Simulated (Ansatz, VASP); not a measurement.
# Two plane-wave programs on SiO2

POSCAR

```
SiO2
1.0
    4.1433369106      0.0000000000      0.0000000000
    0.0000000000      4.1433369106      0.0000000000
    0.0000000000      0.0000000000      2.6829309357
Si O
2 4
Direct
    0.0000000000      0.0000000000      0.0000000000
    0.5000000000      0.5000000000      0.5000000000
    0.3051305505      0.3051305505      0.0000000000
    0.1948694495      0.8051305505      0.5000000000
    0.8051305505      0.1948694495      0.5000000000
    0.6948694495      0.6948694495      0.0000000000
```

INCAR.step1

```
PREC     = Accurate       # precision mode
ENCUT    = 520            # plane-wave cutoff, eV
ISMEAR   = 0              # smearing method
SIGMA    = 0.01           # smearing width, eV
LREAL    = False          # projectors in reciprocal space
LASPH    = True           # aspherical terms in the spheres
NELM     = 60             # most SCF steps
NBANDS   = 25             # bands
GGA      = PE             # functional
ALGO     = Normal         # electronic algorithm
EDIFF    = 1E-4           # SCF threshold, eV
LWAVE    = True           # write WAVECAR
LCHARG   = False          # write CHGCAR
```

File INCAR.step2:

```
PREC     = Accurate       # precision mode
ENCUT    = 520            # plane-wave cutoff, eV
EDIFF    = 1E-7           # SCF threshold, eV
ISMEAR   = 0              # smearing method
SIGMA    = 0.01           # smearing width, eV
LREAL    = False          # projectors in reciprocal space
LASPH    = True           # aspherical terms in the spheres
NELM     = 60             # most SCF steps
ALGO     = Normal         # electronic algorithm
ISIF     = 2              # what is computed and relaxed
LWAVE    = False          # write WAVECAR
LCHARG   = False          # write CHGCAR
METAGGA  = R2SCAN         # meta-GGA
LMIXTAU  = True         
NBANDS   = 25             # bands
ISTART   = 1
```

KPOINTS

```
regular mesh
0
Gamma
  6 6 10
```

Input for Ansatz:

```yaml
crystal:
  lattice:
    - [4.1433369106, 0.0, 0.0]
    - [0.0, 4.1433369106, 0.0]
    - [0.0, 0.0, 2.6829309357]
  atoms:
    - { symbol: Si, position: [0.0, 0.0, 0.0] }
    - { symbol: Si, position: [0.5, 0.5, 0.5] }
    - { symbol: O, position: [0.3051305505, 0.3051305505, 0.0] }
    - { symbol: O, position: [0.1948694495, 0.8051305505, 0.5] }
    - { symbol: O, position: [0.8051305505, 0.1948694495, 0.5] }
    - { symbol: O, position: [0.6948694495, 0.6948694495, 0.0] }
kpoints:
  mp_grid: { grid: [6, 6, 10] }
  band_path:
    path:
      - [0.0, 0.0, 0.0]
      - [0.0, 0.5, 0.0]
      - [0.5, 0.5, 0.0]
      - [0.0, 0.0, 0.5]
      - [0.0, 0.5, 0.5]
      - [0.5, 0.5, 0.5]
    npoints: 1
hamiltonian:
  xc: r2scan
scf:
  occupations: { method: fixed }
  n_extra_bands: 5
output:
  forces: true
  stress: true
  eigenvalues: true
  write_density: true
  write_potential: true
  elf: true
  volumetric_format: npy
```

Change from the starting cell: epitaxial_xy strain -1.0%.

Alike in both runs: task single point; functional r2SCAN; k mesh 6 × 6 × 10; no spin polarisation.

|  | VASP | Ansatz |
| --- | --- | --- |
| version | VASP 6.6.1 | Ansatz 0.2.0 |
| potentials or method | VASP PAW PBE potentials, release 64 (Si, O) | plane waves, PAW |
| plane-wave cutoff (eV) | 520 | 500 |
| occupations | gaussian, width 0.01 eV | fixed |
| valence electrons in the cell | 32 | 32 |

```tsv
	VASP	Ansatz	Ansatz less VASP
gap on the k mesh at the Fermi level (eV)	6.69	6.69	+0.002
pressure (GPa)	4.4	4.0	-0.42
traceless stress, the component that is largest in VASP (GPa)	-3.42	-3.97	-0.542
rms of the force components (eV/Å)	0.008	0.001	-0.0075
```

VASP's potentials were made for PBE, not for r2SCAN. Atom by atom the forces differ by 0.007 eV/Å (rms over components).
